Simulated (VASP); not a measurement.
Wanted: the native input for a VASP 6.6.1 run.

```yaml
Task: single point
Functional: r2SCAN
Potentials_or_basis: VASP PAW PBE potentials, release 64 (Li_sv, H)
Cutoff: 520 eV
k_mesh: 12 × 12 × 6
Occupations: gaussian, width 0.01 eV
Spin: no spin polarisation
Dipole_correction: no
Further_INCAR_settings: ALGO = Normal; EDIFF = 1e-07; NBANDS = 12
```

LiH:

```
Li H
1.0
     2.78155    0.00000    0.00000
    -1.39077    2.40889    0.00000
     0.00000    0.00000    4.87296
Li H
2 2
Direct
  0.00000 0.00000 0.00000
  0.00000 0.00000 0.50000
  0.33333 0.66667 0.25000
  0.66667 0.33333 0.75000
```

One way to write it, as run:

POSCAR

```
LiH
1.0
    2.7815484418      0.0000000000      0.0000000000
   -1.3907742209      2.4088916124      0.0000000000
    0.0000000000      0.0000000000      4.8729606993
Li H
2 2
Direct
    0.0000000000      0.0000000000      0.0000000000
    0.0000000000      0.0000000000      0.5000000000
    0.3333333333      0.6666666667      0.2500000000
    0.6666666667      0.3333333333      0.7500000000
```

INCAR.step1

```
SYSTEM = LiH
PREC = Accurate
ENCUT = 520
ISMEAR = 0
SIGMA = 0.01
LREAL = .FALSE.
LASPH = .TRUE.
NELM = 80
NBANDS = 12
GGA = PE
ALGO = Normal
EDIFF = 1E-4
LWAVE = .TRUE.
LCHARG = .FALSE.
```

INCAR.step2

```
SYSTEM = LiH
PREC = Accurate
ENCUT = 520
EDIFF = 1E-7
ISMEAR = 0
SIGMA = 0.01
LREAL = .FALSE.
LASPH = .TRUE.
NELM = 80
ALGO = Normal
ISIF = 2
LWAVE = .FALSE.
LCHARG = .TRUE.
METAGGA = R2SCAN
LMIXTAU = .TRUE.
LELF = .TRUE.
LVHAR = .TRUE.
NBANDS = 12
ISTART = 1
```

KPOINTS

```
regular mesh
0
G
  12 12 6
  0 0 0
```

Potentials or basis: VASP PAW PBE potentials, release 64 (Li_sv, H).

Command:

```bash
$ cat potpaw_PBE.64/Li_sv/POTCAR potpaw_PBE.64/H/POTCAR > POTCAR
$ cp INCAR.step1 INCAR
$ mpirun -np 1 vasp_std > vasp.out
$ cp INCAR.step2 INCAR
$ mpirun -np 1 vasp_std > vasp.out
```

It gave:

```yaml
Band_gap_on_the_k_mesh: 5.01 eV (least direct gap 5.61 eV)
```

Wall time 54 s on 1 thread of Intel(R) Xeon(R) 6975P-C (Granite Rapids), with other jobs on the host, peak memory 0.17 GiB.
